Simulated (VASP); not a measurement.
Write the native input for VASP 6.6.1 that does the following.

| Property | Result |
| --- | --- |
| Task | single point |
| Functional | PBE |
| Potentials or basis | VASP PAW PBE potentials, release 64 (P) |
| Cutoff | 520 eV |
| k mesh | 8 × 8 × 6 |
| Occupations | gaussian, width 0.029 eV |
| Spin | no spin polarisation |
| Dipole correction | no |
| Further INCAR settings | ALGO = Normal; EDIFF = 1e-07; NBANDS = 18 |

The structure of P lies in POSCAR:

```
P
1.0
    1.6477431241     -5.4650377251      0.0000000000
    1.6477431241      5.4650377251      0.0000000000
    0.0000000000      0.0000000000      4.5436355900
P
4
Direct
    0.9041431300      0.0958568700      0.5888151700
    0.0958568700      0.9041431300      0.4111848300
    0.5958568700      0.4041431300      0.0888151700
    0.4041431300      0.5958568700      0.9111848300
```

One way to write it, as run:

INCAR

```
SYSTEM = P
ALGO = Normal
EDIFF = 1E-7
ENCUT = 520
GGA = PE
ISIF = 2
ISMEAR = 0
LASPH = .True.
LCHARG = .False.
LREAL = .False.
LWAVE = .False.
NBANDS = 18
NELM = 100
PREC = Accurate
SIGMA = 0.028999999999999998
```

KPOINTS

```
k-points
0
Gamma
  8 8 6
  0 0 0
```

Potentials or basis: VASP PAW PBE potentials, release 64 (P).

Command:

```console
$ cat potpaw_PBE.64/P/POTCAR > POTCAR
$ mpirun -np 1 vasp_std > vasp.out
```

Results of the run:

* Pressure: 1.7 GPa
* Largest force: 0.287 eV/Å
* Band gap on the k mesh: 0.11 eV, direct

Wall time 85 s on 1 thread of Intel(R) Xeon(R) Platinum 8488C (Sapphire Rapids), on a shared host, peak memory 0.26 GiB.
